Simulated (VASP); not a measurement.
Wanted: the native input for a VASP 6.6.1 run.

```yaml
Task: single point
Functional: PBEsol
Potentials_or_basis: VASP PAW PBE potentials, release 64 (Al, Ni)
Cutoff: 520 eV
k_mesh: 10 × 10 × 10
Occupations: gaussian, width 0.1 eV
Spin: no spin polarisation
Dipole_correction: no
Further_INCAR_settings: ALGO = Fast; EDIFF = 1e-07; NBANDS = 24
```

The structure of AlNi3 lies in POSCAR:

```
AlNi3
1.0
    0.0091803197      2.8086990902      2.8014686452
    2.8035150590      0.0061289969      2.8045199680
    2.8105818206      2.8188171747     -0.0009377647
Al Ni
1 3
Direct
    0.5179937806      0.4754529908      0.4812022906
    0.2347094222      0.2129657574      0.2359009799
    0.0527018359     -0.0376585175      0.0301498793
    0.7728995969      0.7206613382      0.8016672262
```

This cell differs from its parent crystal: atoms moved at random and the cell strained at random.

One way to write it, as run:

INCAR

```
SYSTEM = AlNi3
  ALGO = Fast
  EDIFF = 1E-7
  ENCUT = 520
  GGA = PS
  ISIF = 2
  ISMEAR = 0
  LASPH = .True.
  LCHARG = .True.
  LELF = .True.
  LREAL = .False.
  LVHAR = .True.
  LWAVE = .False.
  NBANDS = 24
  NELM = 100
  PREC = Accurate
  SIGMA = 0.1
```

KPOINTS

```
k-points
0
Gamma
  10 10 10
  0 0 0
```

Potentials or basis: VASP PAW PBE potentials, release 64 (Al, Ni).

The run is started by

```bash
$ cat potpaw_PBE.64/Al/POTCAR potpaw_PBE.64/Ni/POTCAR > POTCAR
$ mpirun -np 1 vasp_std > vasp.out
```

Results of the run:

- Pressure: 8.0 GPa
- Largest force: 3.626 eV/Å
- Band gap on the k mesh: zero (an odd number of electrons rules out a gap without spin polarisation)

Caveat: the cell differs from its parent crystal (atoms moved at random and the cell strained at random); the cell stands under pressure; the PAW data sets were made with another functional, which shifts forces and pressure a little.

It took 13 min on 1 thread of Intel(R) Xeon(R) 6975P-C (Granite Rapids), with other jobs on the host, peak memory 0.53 GiB.
